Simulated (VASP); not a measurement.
Set up this calculation in VASP 6.6.1, as the native input.

- Task: single point
- Functional: PBEsol
- Potentials or basis: VASP PAW PBE potentials, release 64 (Cd_sv_GW, H, O)
- Cutoff: 600 eV
- k mesh: 6 × 6 × 4
- Occupations: gaussian, width 0.01 eV
- Spin: no spin polarisation
- Dipole correction: no
- Second run: valence_matched
- Further INCAR settings: ALGO = Normal; EDIFF = 1e-06; NBANDS = 25

The structure of CdH2O2 lies in POSCAR:

```
CdH2O2
1.0
    3.4919311151      0.0000000000      0.0000000000
   -1.7459655576      3.0241010549      0.0000000000
    0.0000000000      0.0000000000      4.6118174162
Cd H O
1 2 2
Direct
    0.0000000000      0.0000000000      0.0000000000
    0.6666666667      0.3333333333      0.5509607200
    0.3333333333      0.6666666667      0.4490392800
    0.6666666667      0.3333333333      0.7593720000
    0.3333333333      0.6666666667      0.2406280000
```

One way to write it, as run:

INCAR

```
ALGO = Normal
EDIFF = 1E-6
ENCUT = 600
GGA = PS
GGA_COMPAT = False
ISIF = 2
ISMEAR = 0
LASPH = True
LCHARG = False
LREAL = False
LWAVE = False
NBANDS = 25
NELM = 120
PREC = Accurate
SIGMA = 0.01
```

KPOINTS

```
k-points
0
Gamma
  6 6 4
```

Potentials or basis: VASP PAW PBE potentials, release 64 (Cd_sv_GW, H, O).

The run is started by

```console
$ cat potpaw_PBE.64/Cd_sv_GW/POTCAR potpaw_PBE.64/H/POTCAR potpaw_PBE.64/O/POTCAR > POTCAR
$ mpirun -np 1 vasp_std > vasp.out
```

Results of the run:

The pressure is 1.5 GPa. The largest force is 0.974 eV/Å and the band gap on the k mesh is 1.67 eV, indirect (least direct gap 2.02 eV).

Caveat: the PAW data sets were made with another functional, which shifts forces and pressure a little.

Wall time 37 s on 1 thread of Intel(R) Xeon(R) Platinum 8488C (Sapphire Rapids) (shared host), peak memory 0.2 GiB.
